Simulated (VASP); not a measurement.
Runs of VASP 6.6.1 on GaB3As4. The structure is that of space group P-43m (No. 215), or close to it. The cells are those of the table. 

```csv
task,level,cell,k mesh,cutoff (eV),smearing,gap on the mesh (eV),pressure (GPa),relaxed volume (Å³/atom),largest force (eV/Å)
relaxation of cell and atoms,PBE,"relaxed from a = 4.866 Å, 8 atoms",6 × 6 × 6,600,fermi-dirac 0.02 eV,(a),0.0,16.20,-
single point,PBE,"a = 5.021 Å, 8 atoms",6 × 6 × 6,520,fermi-dirac 0.02 eV,0.52,2.7,-,(c)
single point,r2SCAN,"a = 5.021 Å, 8 atoms",6 × 6 × 6,520,gaussian 0.01 eV,0.72,0.1,-,0.01
single point,r2SCAN,"a = 5.021 Å, 8 atoms",4 × 4 × 4,520,fermi-dirac 0.02 eV,0.72,0.1,-,-
relaxation of cell and atoms,r2SCAN,"relaxed from a = 5.055 Å, 8 atoms",4 × 4 × 4,600,fermi-dirac 0.02 eV,0.72,0.0,15.84,-
single point,PBE,"a = 5.055 Å, 8 atoms",6 × 6 × 6,520,fermi-dirac 0.02 eV,(b),0.4,-,0.01
```

Alike in all rows: potentials or basis VASP PAW PBE potentials, release 64 (B, As, Ga_d); no spin polarisation.

Task: Fill in the values left out.

Result: (a) 0.47; (b) 0.46; (c) 0.20.

Caveats: the PAW data sets were made with another functional, which shifts forces and pressure a little (some runs).

A k mesh can miss the band edges, and the runs leave out spin-orbit coupling on As, Ga.
